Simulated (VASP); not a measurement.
# Na (P-1) in VASP: further runs

Na is run at these levels: LDA; tasks: single point.

All numbers are computed with VASP 6.6.1; they aren't measurements. Logs are shortened: lines on timing, memory, paths and dates and some standing lists are left out, and cuts for length are marked.

## (1) The cell of the first run

The typed cell holds 1 atom: a = 3.860 Å, b = 3.716 Å, c = 3.931 Å, α = 121.14°, β = 120.29°, γ = 88.70°.

## (2) Single point, LDA

Input file INCAR:

```
SYSTEM = Na
PREC = Accurate
ENCUT = 520
EDIFF = 1E-6
ISMEAR = -1
SIGMA = 0.1
LREAL = .False.
LASPH = .True.
NELM = 80
ALGO = Normal
ISIF = 2
LWAVE = .False.
LCHARG = .False.
NBANDS = 10
```

Input file KPOINTS:

```
Automatic mesh
0
Gamma
  6 7 7
  0 0 0
```

Input file POSCAR:

```
Na
1.0
   -1.9128800000      1.9032200000      2.7598200000
    1.7725400000     -1.8999800000      2.6570100000
    1.9879100000      1.9750000000     -2.7575000000
Na
1
Direct
    0.0000000000      0.0000000000      0.0000000000
```

Potentials or basis: VASP PAW LDA potentials, release 64 (Na_pv).

Run with:

```console
cat potpaw_LDA.64/Na_pv/POTCAR > POTCAR
mpirun -np 1 vasp_std > vasp.out
```

OUTCAR:

```text
SYSTEM = Na
   PREC = Accurate
   ENCUT = 520
   EDIFF = 1E-6
   ISMEAR = -1
   LREAL = .False.
   LASPH = .True.
   NELM = 80
   ISIF = 2

 ion  position               nearest neighbor table
   1  0.000  0.000  0.000-

  LATTYP: Found a triclinic cell.
 ALAT       =     6.6657451553
 B/A-ratio  =     0.5819223987
 C/A-ratio  =     0.8129096615
 COS(alpha) =     0.0006947530
 COS(beta)  =     0.4218986944
 COS(gamma) =     0.8620881686

  Lattice vectors:

 A1 = (   1.8378500000,  -5.7814400000,  -2.7621400000)
 A2 = (  -0.0750300000,  -3.8782200000,  -0.0023200000)
 A3 = (   0.1403400000,  -0.0032400000,  -5.4168300000)

Analysis of symmetry for initial positions (statically):
=====================================================================
 Subroutine PRICEL returns:
 Original cell was already a primitive cell.

 Routine SETGRP: Setting up the symmetry group for a
 triclinic supercell.

 Subroutine GETGRP returns: Found  2 space group operations
 (whereof  2 operations were pure point group operations)
 out of a pool of  2 trial point group operations.

The static configuration has the point symmetry S_2 .

Analysis of symmetry for dynamics (positions and initial velocities):
=====================================================================
 Subroutine PRICEL returns:
 Original cell was already a primitive cell.

 Routine SETGRP: Setting up the symmetry group for a
 triclinic supercell.

 Subroutine GETGRP returns: Found  2 space group operations
 (whereof  2 operations were pure point group operations)
 out of a pool of  2 trial point group operations.

The dynamic configuration has the point symmetry S_2 .

 Subroutine INISYM returns: Found  2 space group operations
 (whereof  2 operations are pure point group operations),
 and found     1 'primitive' translations

----------------------------------------------------------------------------------------

                                     Primitive cell

  volume of cell :      39.4565

  direct lattice vectors                    reciprocal lattice vectors
    -1.912880000  1.903220000  2.759820000    -0.000212890  0.257744029  0.184450136
     1.772540000 -1.899980000  2.657010000     0.271153681 -0.005360516  0.191638112
     1.987910000  1.975000000 -2.757500000     0.261059113  0.252795714  0.006612350

  length of vectors
     3.859787908  3.716385905  3.931439611     0.316944605  0.332081647  0.363457366

  position of ions in fractional coordinates (direct lattice)
     0.000000000  0.000000000  0.000000000

  ion indices of the primitive-cell ions
   primitive index   ion index
                 1           1

----------------------------------------------------------------------------------------

 KPOINTS: Automatic mesh

Automatic generation of k-mesh.
 Grid dimensions read from file:
 generate k-points for:    6    7    7

 Generating k-lattice:

  Cartesian coordinates                     Fractional coordinates (reciprocal lattice)
    -0.000035482  0.042957338  0.030741689     0.166666667  0.000000000  0.000000000
     0.038736240 -0.000765788  0.027376873     0.000000000  0.142857143 -0.000000000
     0.037294159  0.036113673  0.000944621    -0.000000000  0.000000000  0.142857143

  Length of vectors
     0.052824101  0.047440235  0.051922481

  Shift w.r.t. Gamma in fractional coordinates (k-lattice)
     0.000000000  0.000000000  0.000000000

 Subroutine IBZKPT returns following result:
 ===========================================

 Found    148 irreducible k-points:

 Following reciprocal coordinates:
            Coordinates               Weight
  0.000000  0.000000  0.000000      1.000000
  0.166667  0.000000  0.000000      2.000000
  0.333333  0.000000  0.000000      2.000000
  0.500000  0.000000  0.000000      1.000000
 -0.000000  0.142857  0.000000      2.000000
  0.166667  0.142857  0.000000      2.000000
[... 16 lines left out ...]
  0.000000  0.000000  0.142857      2.000000
  0.166667 -0.000000  0.142857      2.000000
 [... further k-points ...]
   k-points           NKPTS =    148   k-points in BZ     NKDIM =    148   number of bands    NBANDS=     10
   number of dos      NEDOS =    301   number of ions     NIONS =      1
   total plane-waves  NPLWV =  25200
   dimension x,y,z NGX =    30 NGY =   28 NGZ =   30
   dimension x,y,z NGXF=    60 NGYF=   56 NGZF=   60
   ions per type =               1
   NGX,Y,Z   is equivalent  to a cutoff of  12.92, 12.53, 12.69 a.u.
   NGXF,Y,Z  is equivalent  to a cutoff of  25.84, 25.05, 25.37 a.u.
 SYSTEM =  Na
   PREC   = accura    normal or accurate (medium, high low for compatibility)
   ISTART =      0    job   : 0-new  1-cont  2-samecut
   ICHARG =      2    charge: 1-file 2-atom 10-const
   ISPIN  =      1    spin polarized calculation?
   LNONCOLLINEAR =      F non collinear calculations
   LSORBIT =      F    spin-orbit coupling
   LASPH  =      T    aspherical Exc in radial PAW
   ENCUT  =  520.0 eV  38.22 Ry    6.18 a.u.   7.18  6.91  7.31*2*pi/ulx,y,z
   NELM   =     80;   NELMIN=  2; NELMDL= -5     # of ELM steps
   EDIFF  = 0.1E-05   stopping-criterion for ELM
   LREAL  =      F    real-space projection
   EDIFFG = 0.1E-04   stopping-criterion for IOM
   NSW    =      0    number of steps for IOM
   IBRION =     -1    ionic relax: 0-MD 1-quasi-New 2-CG
   NFREE  =      0    steps in history (QN), initial steepest desc. (CG)
   ISIF   =      2    stress and relaxation
   ISYM   =      2    0-nonsym 1-usesym 2-fastsym
   POTIM  = 0.5000    time-step for ionic-motion
   TEBEG  =    0.0;   TEEND  =   0.0 temperature during run
   PSTRESS=    0.0 pullay stress
   NELECT =       7.0000    total number of electrons
   NUPDOWN=      -1.0000    fix difference up-down
   EMIN   =  10.00;   EMAX   =-10.00  energy-range for DOS
   EFERMI =   0.00;   METHOD = LEGACY
   ISMEAR =    -1;   SIGMA  =   0.10  broadening in eV -4-tet -1-fermi 0-gaus
   EFERMI_NEDOS =   21; number of points for ismear=-14 and -15
   IALGO  =     38    algorithm
   IMIX   =      4    mixing-type and parameters
     AMIX     =   0.40;   BMIX     =  1.00
     AMIX_MAG =   1.60;   BMIX_MAG =  1.00
  volume/ion in A,a.u.               =      39.46       266.27
  Fermi-wavevector in a.u.,A,eV,Ry     =   0.919887  1.738335 11.513153  0.846193
  Thomas-Fermi vector in A             =   2.045131
   LORBIT       =      0    0 simple, 1 ext, 2 COOP (PROOUT), +10 PAW based schemes
   GGA     = CA    functional components
   LHFCALC =     F    Hartree Fock is set to
   AEXX    =    0.0000 exact exchange contribution
   IVDW    =     0    specifies the selected vdW correction
   LEPSILON=     F    determine dielectric tensor
   LRPA    =     F    only Hartree local field effects (RPA)
 non-spin polarized calculation
  energy-cutoff  :      520.00
  volume of cell :       39.46
 maximum number of plane-waves:      1077
 NGX is ok and might be reduce to    30
   NGX = 15   NGY = 13   NGZ = 15

 number of electron       7.0000000 magnetization

 Free energy of the ion-electron system (eV)
  ---------------------------------------------------
  ext. energy  EPLUGINS =         0.00000000
  ---------------------------------------------------
  free energy    TOTEN  =        -1.44234600 eV

  energy without entropy =       -1.42957847  energy(sigma->0) =       -1.43596224

 E-fermi :  -0.0153     XC(G=0):  -6.5554

 val. band max:       -0.0719703774   @ k =  -0.3333  -0.4286   0.4286
 cond. band min:       0.0008399253   @ k =   0.5000   0.0000   0.4286
 fundamental gap:      0.0728103027
 Fermi energy:        -0.0152831070

 k-point     1 :       0.0000    0.0000    0.0000
  band No.  band energies     occupation
      1     -25.0039      2.00000
      2     -25.0032      2.00000
      3     -25.0028      2.00000
      4      -3.1610      2.00000
      5      10.3026      0.00000
      6      10.3880      0.00000
      7      11.3006      0.00000
      8      11.5215      0.00000
      9      11.6053      0.00000
     10      11.6948      0.00000

 k-point     2 :       0.1667    0.0000    0.0000
  band No.  band energies     occupation
      1     -25.0097      2.00000
      2     -25.0048      2.00000
      3     -25.0040      2.00000
      4      -2.7293      2.00000
      5       6.9329      0.00000
      6       9.6948      0.00000
      7      10.4409      0.00000
      8      11.6975      0.00000
      9      12.7395      0.00000
     10      12.9681      0.00000

 k-point     3 :       0.3333    0.0000    0.0000
  band No.  band energies     occupation
      1     -25.0233      2.00000
      2     -25.0066      2.00000
      3     -25.0058      2.00000
      4      -1.4538      2.00000
      5       3.4437      0.00000
      6       9.3254      0.00000
      7      10.0885      0.00000
      8      10.9291      0.00000
      9      11.2774      0.00000
     10      11.9775      0.00000

 k-point     4 :       0.5000    0.0000    0.0000
  band No.  band energies     occupation
      1     -25.0301      2.00000
      2     -25.0075      2.00000
      3     -25.0067      2.00000
      4       0.5021      0.01126
      5       0.7457      0.00099
      6       9.3920      0.00000
      7      10.1350      0.00000
      8      10.3603      0.00000
      9      10.5864      0.00000
     10      11.7934      0.00000
[... 222 lines left out ...]
 k-point    22 :      -0.1667    0.4286   -0.0000
  band No.  band energies     occupation
      1     -25.0311      2.00000
      2     -25.0109      2.00000
      3     -25.0089      2.00000
      4      -0.4041      1.95985
      5       3.5225      0.00000
      6       7.3600      0.00000
      7       7.5104      0.00000
      8       8.4803      0.00000
      9      12.6242      0.00000
     10      13.2983      0.00000

 k-point    23 :       0.0000    0.0000    0.1429
  band No.  band energies     occupation
      1     -25.0085      2.00000
      2     -25.0053      2.00000
      3     -25.0048      2.00000
      4      -2.7438      2.00000
      5       8.6094      0.00000
      6       8.7382      0.00000
      7       9.4948      0.00000
      8      10.4273      0.00000
      9      11.4381      0.00000
     10      13.9176      0.00000

 k-point    24 :       0.1667   -0.0000    0.1429
  band No.  band energies     occupation
      1     -25.0186      2.00000
      2     -25.0077      2.00000
      3     -25.0066      2.00000
      4      -1.8343      2.00000
      5       5.1192      0.00000
      6       8.2869      0.00000
      7       8.8678      0.00000
      8       9.6511      0.00000
      9      11.8558      0.00000
     10      13.5687      0.00000

 [... further k-points ...]

------------------------ aborting loop because EDIFF is reached ----------------------------------------

  FORCE on cell =-STRESS in cart. coord.  units (eV):
  Direction    XX          YY          ZZ          XY          YZ          ZX
  --------------------------------------------------------------------------------------
  -------------------------------------------------------------------------------------
  Total       -0.2506763     -0.3083166     -0.2722754      0.0011212      0.0402382      0.0712634
  in kB      -10.1790069    -12.5195588    -11.0560622      0.0455281      1.6339210      2.8937331
  external PRESSURE =     -11.2515427 kB  Pullay stress =       0.0000000 kB

 VOLUME and BASIS-vectors are now :
 -----------------------------------------------------------------------------
  energy-cutoff  :      520.00
  volume of cell :       39.46
      direct lattice vectors                 reciprocal lattice vectors
    -1.912880000  1.903220000  2.759820000    -0.000212890  0.257744029  0.184450136
     1.772540000 -1.899980000  2.657010000     0.271153681 -0.005360516  0.191638112
     1.987910000  1.975000000 -2.757500000     0.261059113  0.252795714  0.006612350

 POSITION                                       TOTAL-FORCE (eV/Angst)
 -----------------------------------------------------------------------------------
      0.00000      0.00000      0.00000         0.000000      0.000000      0.000000
 -----------------------------------------------------------------------------------
    total drift:                               -0.000000     -0.000000      0.000000

  FREE ENERGIE OF THE ION-ELECTRON SYSTEM (eV)
  ---------------------------------------------------
  free  energy   TOTEN  =        -1.4423459974 eV

  energy  without entropy=       -1.4295784733  energy(sigma->0) =       -1.43596224
```

Wall time 26 s (1 thread of Intel Xeon Platinum 8375C at 2.90GHz (Ice Lake), shared host); peak memory 0.17 GiB.

Results:

```yaml
Free_energy: -1.4423 eV
Pressure: -1.1 GPa
Band_gap_on_the_k_mesh: zero (an odd number of electrons rules out a gap without spin polarisation)
```

Levels at points of the mesh, in eV from the Fermi level:
```
           k point  band 1  band 2  band 3  band 4  band 5  band 6  band 7  band 8
(0.00, 0.00, 0.00)  -24.99  -24.99  -24.99   -3.15   10.32   10.40   11.32   11.54
(0.50, 0.00, 0.00)  -25.01  -24.99  -24.99    0.52    0.76    9.41   10.15   10.38
```

(Part 1 of 2 ends here.)
